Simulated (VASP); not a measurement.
# BAs (I-4m2) in VASP: a series of runs

BAs is run at these levels: r2SCAN; tasks: single point.

Program: VASP 6.6.1. These are calculated values, not measurements. Logs are shortened: lines on timing, memory, paths and dates and some standing lists are left out, and cuts for length are marked.

### Step 1. The cell of the first run

The structure is tetragonal, space group I-4m2 (No. 119). Conventional cell: a = 3.383 Å, b = 3.383 Å, c = 4.736 Å, α = 90.00°, β = 90.00°, γ = 90.00°. Within 2.7 Å of B (site symmetry -4m2) lie 4 As at 2.06 Å. Within 2.7 Å of As (site symmetry -4m2) lie 4 B at 2.06 Å.

### Step 2. Single point, r2SCAN (uniaxial z strain -1.0%)

Input file POSCAR:

```
BAs
1.0
    0.0000000000      2.3918676041      2.3679489280
    2.3918676041      0.0000000000      2.3679489280
    2.3918676041      2.3918676041      0.0000000000
B As
1 1
Direct
    0.0000000000      0.0000000000      0.0000000000
    0.2500000000      0.2500000000      0.2500000000
```

Input file INCAR.step1:

```
  PREC = Accurate
  ENCUT = 520
  ISMEAR = 0
  SIGMA = 0.01
  LREAL = False
  LASPH = True
  NELM = 100
  NBANDS = 11
  GGA = PE
  ALGO = Normal
  EDIFF = 1E-4
  LWAVE = True
  LCHARG = False
```

Input file INCAR.step2:

```
  PREC = Accurate
  ENCUT = 520
  EDIFF = 1E-6
  ISMEAR = 0
  SIGMA = 0.01
  LREAL = False
  LASPH = True
  NELM = 100
  ALGO = Normal
  ISIF = 2
  LWAVE = False
  LCHARG = False
  METAGGA = R2SCAN
  LMIXTAU = True
  NBANDS = 11
  ISTART = 1
```

Input file KPOINTS:

```
Automatic mesh
0
Gamma
  10 10 10
```

Potentials or basis: VASP PAW PBE potentials, release 64 (B, As).

The run is started by

```sh
> cat potpaw_PBE.64/B/POTCAR potpaw_PBE.64/As/POTCAR > POTCAR
> cp INCAR.step1 INCAR
> mpirun -np 1 vasp_std > vasp.out
> cp INCAR.step2 INCAR
> mpirun -np 1 vasp_std > vasp.out
```

OUTCAR:

```text
PREC = Accurate
   ENCUT = 520
   EDIFF = 1E-6
   ISMEAR = 0
   LREAL = False
   LASPH = True
   NELM = 100
   ISIF = 2
   METAGGA = R2SCAN
   ISTART = 1

 ion  position               nearest neighbor table
   1  0.000  0.000  0.000-   2 2.06   2 2.06   2 2.06   2 2.06
   2  0.250  0.250  0.250-   1 2.06   1 2.06   1 2.06   1 2.06

  LATTYP: Found a body centered tetragonal cell.
 ALAT       =     3.3826116051
 C/A-ratio  =     1.4000714267

  Lattice vectors:

 A1 = (   0.0000000000,  -2.3918676041,  -2.3679489280)
 A2 = (   0.0000000000,   2.3918676041,  -2.3679489280)
 A3 = (   2.3918676041,   0.0000000000,   2.3679489280)

Analysis of symmetry for initial positions (statically):
=====================================================================
 Subroutine PRICEL returns:
 Original cell was already a primitive cell.

 Routine SETGRP: Setting up the symmetry group for a
 body centered tetragonal supercell.

 Subroutine GETGRP returns: Found  8 space group operations
 (whereof  8 operations were pure point group operations)
 out of a pool of 16 trial point group operations.

The static configuration has the point symmetry D_2d.

Analysis of symmetry for dynamics (positions and initial velocities):
=====================================================================
 Subroutine PRICEL returns:
 Original cell was already a primitive cell.

 Routine SETGRP: Setting up the symmetry group for a
 body centered tetragonal supercell.

 Subroutine GETGRP returns: Found  8 space group operations
 (whereof  8 operations were pure point group operations)
 out of a pool of 16 trial point group operations.

The dynamic configuration has the point symmetry D_2d.

 Subroutine INISYM returns: Found  8 space group operations
 (whereof  8 operations are pure point group operations),
 and found     1 'primitive' translations

----------------------------------------------------------------------------------------

                                     Primitive cell

  volume of cell :      27.0942

  direct lattice vectors                    reciprocal lattice vectors
     0.000000000  2.391867604  2.367948928    -0.209041671  0.209041671  0.211153203
     2.391867604  0.000000000  2.367948928     0.209041671 -0.209041671  0.211153203
     2.391867604  2.391867604  0.000000000     0.209041671  0.209041671 -0.211153203

  length of vectors
     3.365741042  3.365741042  3.382611605     0.363293979  0.363293979  0.363293979

  position of ions in fractional coordinates (direct lattice)
     0.000000000  0.000000000  0.000000000
     0.250000000  0.250000000  0.250000000

  ion indices of the primitive-cell ions
   primitive index   ion index
                 1           1
                 2           2

----------------------------------------------------------------------------------------

 KPOINTS: Automatic mesh

Automatic generation of k-mesh.
 Grid dimensions read from file:
 generate k-points for:   10   10   10

 Generating k-lattice:

  Cartesian coordinates                     Fractional coordinates (reciprocal lattice)
    -0.020904167  0.020904167  0.021115320     0.100000000  0.000000000  0.000000000
     0.020904167 -0.020904167  0.021115320     0.000000000  0.100000000  0.000000000
     0.020904167  0.020904167 -0.021115320     0.000000000  0.000000000  0.100000000

  Length of vectors
     0.036329398  0.036329398  0.036329398

  Shift w.r.t. Gamma in fractional coordinates (k-lattice)
     0.000000000  0.000000000  0.000000000

 Subroutine IBZKPT returns following result:
 ===========================================

 Found    102 irreducible k-points:

 Following reciprocal coordinates:
            Coordinates               Weight
  0.000000  0.000000  0.000000      1.000000
  0.100000 -0.000000  0.000000      8.000000
  0.200000 -0.000000  0.000000      8.000000
  0.300000 -0.000000  0.000000      8.000000
  0.400000 -0.000000  0.000000      8.000000
  0.500000 -0.000000  0.000000      4.000000
[... 16 lines left out ...]
  0.300000  0.300000  0.000000      2.000000
  0.400000  0.300000  0.000000      8.000000
 [... further k-points ...]
   k-points           NKPTS =    102   k-points in BZ     NKDIM =    102   number of bands    NBANDS=     11
   number of dos      NEDOS =    301   number of ions     NIONS =      2
   total plane-waves  NPLWV =  21952
   dimension x,y,z NGX =    28 NGY =   28 NGZ =   28
   dimension x,y,z NGXF=    56 NGYF=   56 NGZF=   56
   ions per type =               1   1
   NGX,Y,Z   is equivalent  to a cutoff of  13.83, 13.83, 13.76 a.u.
   NGXF,Y,Z  is equivalent  to a cutoff of  27.66, 27.66, 27.52 a.u.
 SYSTEM =  unknown system
   PREC   = accura    normal or accurate (medium, high low for compatibility)
   ISTART =      1    job   : 0-new  1-cont  2-samecut
   ICHARG =      0    charge: 1-file 2-atom 10-const
   ISPIN  =      1    spin polarized calculation?
   LNONCOLLINEAR =      F non collinear calculations
   LSORBIT =      F    spin-orbit coupling
   LASPH  =      T    aspherical Exc in radial PAW
   ENCUT  =  520.0 eV  38.22 Ry    6.18 a.u.   6.26  6.26  6.29*2*pi/ulx,y,z
   NELM   =    100;   NELMIN=  2; NELMDL=  0     # of ELM steps
   EDIFF  = 0.1E-05   stopping-criterion for ELM
   LREAL  =      F    real-space projection
   EDIFFG = 0.1E-04   stopping-criterion for IOM
   NSW    =      0    number of steps for IOM
   IBRION =     -1    ionic relax: 0-MD 1-quasi-New 2-CG
   NFREE  =      0    steps in history (QN), initial steepest desc. (CG)
   ISIF   =      2    stress and relaxation
   ISYM   =      2    0-nonsym 1-usesym 2-fastsym
   POTIM  = 0.5000    time-step for ionic-motion
   TEBEG  =    0.0;   TEEND  =   0.0 temperature during run
   PSTRESS=    0.0 pullay stress
   NELECT =       8.0000    total number of electrons
   NUPDOWN=      -1.0000    fix difference up-down
   EMIN   =  10.00;   EMAX   =-10.00  energy-range for DOS
   EFERMI =   0.00;   METHOD = LEGACY
   ISMEAR =     0;   SIGMA  =   0.01  broadening in eV -4-tet -1-fermi 0-gaus
   EFERMI_NEDOS =   21; number of points for ismear=-14 and -15
   IALGO  =     38    algorithm
   IMIX   =      4    mixing-type and parameters
     AMIX     =   0.40;   BMIX     =  1.00
     AMIX_MAG =   1.60;   BMIX_MAG =  1.00
  volume/ion in A,a.u.               =      13.55        91.42
  Fermi-wavevector in a.u.,A,eV,Ry     =   1.090133  2.060052 16.169013  1.188389
  Thomas-Fermi vector in A             =   2.226351
   LORBIT       =      0    0 simple, 1 ext, 2 COOP (PROOUT), +10 PAW based schemes
   METAGGA = R2SCAN    functional components
   LHFCALC =     F    Hartree Fock is set to
   AEXX    =    0.0000 exact exchange contribution
   IVDW    =     0    specifies the selected vdW correction
   LEPSILON=     F    determine dielectric tensor
   LRPA    =     F    only Hartree local field effects (RPA)
 non-spin polarized calculation
 Gauss-broadening in eV      SIGMA  =   0.01
  energy-cutoff  :      520.00
  volume of cell :       27.09
 maximum number of plane-waves:       744
 NGX is ok and might be reduce to    28
   NGX = 13   NGY = 13   NGZ = 13

 number of electron       8.0000000 magnetization

 Free energy of the ion-electron system (eV)
  ---------------------------------------------------
  ext. energy  EPLUGINS =         0.00000000
  ---------------------------------------------------
  free energy    TOTEN  =       -22.25307396 eV

  energy without entropy =      -22.25307396  energy(sigma->0) =      -22.25307396

 E-fermi :   6.3086     XC(G=0): -11.1598

 val. band max:        6.1576822795   @ k =   0.0000   0.0000   0.0000
 cond. band min:       7.3605754627   @ k =   0.4000   0.4000   0.0000
 fundamental gap:      1.2028931832
 Fermi energy:         6.3085850952

 k-point     1 :       0.0000    0.0000    0.0000
  band No.  band energies     occupation
      1     -10.1247      2.00000
      2       6.0549      2.00000
      3       6.0549      2.00000
      4       6.1577      2.00000
      5       9.4943      0.00000
      6       9.5655      0.00000
      7       9.5655      0.00000
      8      11.3184      0.00000
      9      16.5006      0.00000
     10      19.4114      0.00000
     11      19.6885      0.00000

 k-point     2 :       0.1000   -0.0000    0.0000
  band No.  band energies     occupation
      1      -9.9512      2.00000
      2       4.6142      2.00000
      3       5.7283      2.00000
      4       5.8033      2.00000
      5       9.7751      0.00000
      6       9.9601      0.00000
      7       9.9889      0.00000
      8      12.1831      0.00000
      9      17.1593      0.00000
     10      18.4211      0.00000
     11      18.6287      0.00000

 k-point     3 :       0.2000   -0.0000    0.0000
  band No.  band energies     occupation
      1      -9.4395      2.00000
      2       2.1197      2.00000
      3       5.1055      2.00000
      4       5.1948      2.00000
      5       9.6153      0.00000
      6      10.7348      0.00000
      7      10.7428      0.00000
      8      13.9031      0.00000
      9      17.7387      0.00000
     10      17.8416      0.00000
     11      18.1762      0.00000
[... 267 lines left out ...]
 k-point    23 :       0.3000    0.3000    0.0000
  band No.  band energies     occupation
      1      -8.0707      2.00000
      2       0.6430      2.00000
      3       2.6403      2.00000
      4       2.6403      2.00000
      5       7.5839      0.00000
      6      10.0554      0.00000
      7      15.1210      0.00000
      8      15.1210      0.00000
      9      18.0292      0.00000
     10      21.7190      0.00000
     11      22.2536      0.00000

 k-point    24 :       0.4000    0.3000    0.0000
  band No.  band energies     occupation
      1      -7.2882      2.00000
      2      -0.7077      2.00000
      3       1.8505      2.00000
      4       2.3207      2.00000
      5       7.9013      0.00000
      6       9.7429      0.00000
      7      15.5620      0.00000
      8      15.7632      0.00000
      9      19.1675      0.00000
     10      22.6572      0.00000
     11      23.0010      0.00000

 [... further k-points ...]

------------------------ aborting loop because EDIFF is reached ----------------------------------------

  FORCE on cell =-STRESS in cart. coord.  units (eV):
  Direction    XX          YY          ZZ          XY          YZ          ZX
  --------------------------------------------------------------------------------------
  -------------------------------------------------------------------------------------
  Total        0.1662172      0.1662172      0.5422509      0.0000000      0.0000000     -0.0000000
  in kB        9.8290145      9.8290145     32.0652211      0.0000000      0.0000000     -0.0000000
  external PRESSURE =      17.2410834 kB  Pullay stress =       0.0000000 kB

 VOLUME and BASIS-vectors are now :
 -----------------------------------------------------------------------------
  energy-cutoff  :      520.00
  volume of cell :       27.09
      direct lattice vectors                 reciprocal lattice vectors
     0.000000000  2.391867604  2.367948928    -0.209041671  0.209041671  0.211153203
     2.391867604  0.000000000  2.367948928     0.209041671 -0.209041671  0.211153203
     2.391867604  2.391867604  0.000000000     0.209041671  0.209041671 -0.211153203

 POSITION                                       TOTAL-FORCE (eV/Angst)
 -----------------------------------------------------------------------------------
      0.00000      0.00000      0.00000        -0.000000     -0.000000      0.000000
      1.19593      1.19593      1.18397         0.000000      0.000000     -0.000000
 -----------------------------------------------------------------------------------
    total drift:                               -0.000000     -0.000000     -0.000000

  FREE ENERGIE OF THE ION-ELECTRON SYSTEM (eV)
  ---------------------------------------------------
  free  energy   TOTEN  =       -22.2530739641 eV

  energy  without entropy=      -22.2530739641  energy(sigma->0) =      -22.25307396
```

Run time: 3.1 min. Hardware: 1 thread of AMD EPYC 7R43 (Zen 3), shared host; peak memory 0.15 GiB.

Results:

```
Free energy            : -22.2531 eV
Pressure               : 1.7 GPa
Band gap on the k mesh : 1.20 eV, indirect (least direct gap 3.34 eV)
```

Caveat: the cell differs from its parent crystal (uniaxial z strain -1.0%); the PAW data sets were made with another functional, which shifts forces and pressure a little. A k mesh can miss the band edges.

### Step 3. Single point, r2SCAN (uniaxial z strain +1.0%)

Input file POSCAR:

```
BAs
1.0
    0.0000000000      2.3918676041      2.4157862801
    2.3918676041      0.0000000000      2.4157862801
    2.3918676041      2.3918676041      0.0000000000
B As
1 1
Direct
    0.0000000000      0.0000000000      0.0000000000
    0.2500000000      0.2500000000      0.2500000000
```

Input file INCAR.step1:

```
PREC     = Accurate       # precision mode
ENCUT    = 520            # plane-wave cutoff, eV
ISMEAR   = 0              # smearing method
SIGMA    = 0.01           # smearing width, eV
LREAL    = F              # projectors in reciprocal space
LASPH    = T              # aspherical terms in the spheres
NELM     = 100            # most SCF steps
NBANDS   = 11             # bands
GGA      = PE             # functional
ALGO     = Normal         # electronic algorithm
EDIFF    = 1E-4           # SCF threshold, eV
LWAVE    = T              # write WAVECAR
LCHARG   = F              # write CHGCAR
```

Input file INCAR.step2:

```
PREC     = Accurate       # precision mode
ENCUT    = 520            # plane-wave cutoff, eV
EDIFF    = 1E-6           # SCF threshold, eV
ISMEAR   = 0              # smearing method
SIGMA    = 0.01           # smearing width, eV
LREAL    = F              # projectors in reciprocal space
LASPH    = T              # aspherical terms in the spheres
NELM     = 100            # most SCF steps
ALGO     = Normal         # electronic algorithm
ISIF     = 2              # what is computed and relaxed
LWAVE    = F              # write WAVECAR
LCHARG   = F              # write CHGCAR
METAGGA  = R2SCAN         # meta-GGA
LMIXTAU  = T            
NBANDS   = 11             # bands
ISTART   = 1
```

Input file KPOINTS:

```
regular mesh
0
Gamma
  10 10 10
```

Potentials or basis: VASP PAW PBE potentials, release 64 (B, As).

The run is started by

```sh
> cat potpaw_PBE.64/B/POTCAR potpaw_PBE.64/As/POTCAR > POTCAR
> cp INCAR.step1 INCAR
> mpirun -np 1 vasp_std > vasp.out
> cp INCAR.step2 INCAR
> mpirun -np 1 vasp_std > vasp.out
```

Run time: 3.3 min. Hardware: 1 thread of AMD EPYC 7R43 (Zen 3), shared host; peak memory 0.15 GiB.

The run converged. Its results:

```yaml
Free_energy: -22.2542 eV
Pressure: -1.1 GPa
Band_gap_on_the_k_mesh: 1.31 eV, indirect (least direct gap 3.37 eV)
```

Stress tensor (GPa, compression positive):
```
-0.40  0.00  0.00
 0.00 -0.40  0.00
 0.00  0.00 -2.63
```

Levels at points of the mesh, in eV from the valence-band top:
| k point | band 1 | band 2 | band 3 | band 4 | band 5 | band 6 | band 7 | band 8 | band 9 |
| --- | --- | --- | --- | --- | --- | --- | --- | --- | --- |
| (0.00, 0.00, 0.00) | -16.06 | -0.10 | 0.00 | 0.00 | 3.37 | 3.37 | 3.44 | 4.93 | 10.27 |
| (0.50, 0.00, 0.00) | -13.09 | -9.17 | -2.01 | -1.89 | 2.85 | 4.97 | 5.05 | 9.51 | 13.49 |
| (0.50, 0.50, 0.00) | -11.73 | -9.07 | -4.22 | -4.22 | 1.68 | 1.76 | 11.98 | 11.98 | 13.64 |
| (0.50, 0.00, 0.50) | -11.65 | -8.99 | -4.32 | -4.31 | 1.56 | 1.63 | 11.91 | 12.06 | 13.74 |

Caveat: the cell differs from its parent crystal (uniaxial z strain +1.0%); the PAW data sets were made with another functional, which shifts forces and pressure a little. A k mesh can miss the band edges.

### Step 4. Single point, r2SCAN (uniaxial z strain +2.0%)

Input file POSCAR:

```
BAs
1.0
    0.0000000000      2.3918676041      2.4397049562
    2.3918676041      0.0000000000      2.4397049562
    2.3918676041      2.3918676041      0.0000000000
B As
1 1
Direct
    0.0000000000      0.0000000000      0.0000000000
    0.2500000000      0.2500000000      0.2500000000
```

Input file INCAR.step1:

```
PREC = Accurate
ENCUT = 520
ISMEAR = 0
SIGMA = 0.01
LREAL = False
LASPH = True
NELM = 100
NBANDS = 11
GGA = PE
ALGO = Normal
EDIFF = 1E-4
LWAVE = True
LCHARG = False
```

Input file INCAR.step2:

```
PREC = Accurate
ENCUT = 520
EDIFF = 1E-6
ISMEAR = 0
SIGMA = 0.01
LREAL = False
LASPH = True
NELM = 100
ALGO = Normal
ISIF = 2
LWAVE = False
LCHARG = True
METAGGA = R2SCAN
LMIXTAU = True
LELF = True
LVHAR = True
NBANDS = 11
ISTART = 1
```

KPOINTS is that of step 3.

The run is started by

```sh
> cat potpaw_PBE.64/B/POTCAR potpaw_PBE.64/As/POTCAR > POTCAR
> cp INCAR.step1 INCAR
> mpirun -np 1 vasp_std > vasp.out
> cp INCAR.step2 INCAR
> mpirun -np 1 vasp_std > vasp.out
```

It took 3.6 min on 1 thread of AMD EPYC 7R43 (Zen 3), shared host; peak memory 0.15 GiB.

The run converged. Its results:

| Property | Result |
| --- | --- |
| Free energy | -22.2473 eV |
| Pressure | -2.5 GPa |
| Band gap on the k mesh | 1.24 eV, indirect (least direct gap 3.31 eV) |

Stress tensor (GPa, compression positive):
```
-0.99  0.00  0.00
 0.00 -0.99  0.00
 0.00  0.00 -5.43
```

Levels at points of the mesh, in eV from the valence-band top:
| k point | band 1 | band 2 | band 3 | band 4 | band 5 | band 6 | band 7 | band 8 | band 9 |
| --- | --- | --- | --- | --- | --- | --- | --- | --- | --- |
| (0.00, 0.00, 0.00) | -16.00 | -0.21 | 0.00 | 0.00 | 3.31 | 3.31 | 3.45 | 4.76 | 10.18 |
| (0.50, 0.00, 0.00) | -13.07 | -9.13 | -2.09 | -1.84 | 2.74 | 4.91 | 5.04 | 9.46 | 13.37 |
| (0.50, 0.50, 0.00) | -11.78 | -9.10 | -4.15 | -4.15 | 1.73 | 1.82 | 11.84 | 11.84 | 13.45 |
| (0.50, 0.00, 0.50) | -11.62 | -8.94 | -4.35 | -4.32 | 1.50 | 1.56 | 11.70 | 11.99 | 13.63 |

Caveat: the cell differs from its parent crystal (uniaxial z strain +2.0%); the PAW data sets were made with another functional, which shifts forces and pressure a little. A k mesh can miss the band edges.

### Step 5. Summary

| cell | gap on the mesh (eV) | pressure (GPa) |
| --- | --- | --- |
| a = 3.366, b = 3.366, c = 3.383 Å, angles 59.8, 59.8, 60.3°, 2 atoms | 1.20 | 1.7 |
| a = 3.400, b = 3.400, c = 3.383 Å, angles 60.2, 60.2, 59.7°, 2 atoms | 1.31 | -1.1 |
| a = 3.417, b = 3.417, c = 3.383 Å, angles 60.3, 60.3, 59.3°, 2 atoms | 1.24 | -2.5 |

Alike in all rows: task single point; level r2SCAN; potentials or basis VASP PAW PBE potentials, release 64 (B, As); no spin polarisation; k mesh 10 × 10 × 10; cutoff (eV) 520; smearing gaussian 0.01 eV.

Caveats: the PAW data sets were made with another functional, which shifts forces and pressure a little.

Absolute energies hang on the potentials; compare differences alone.
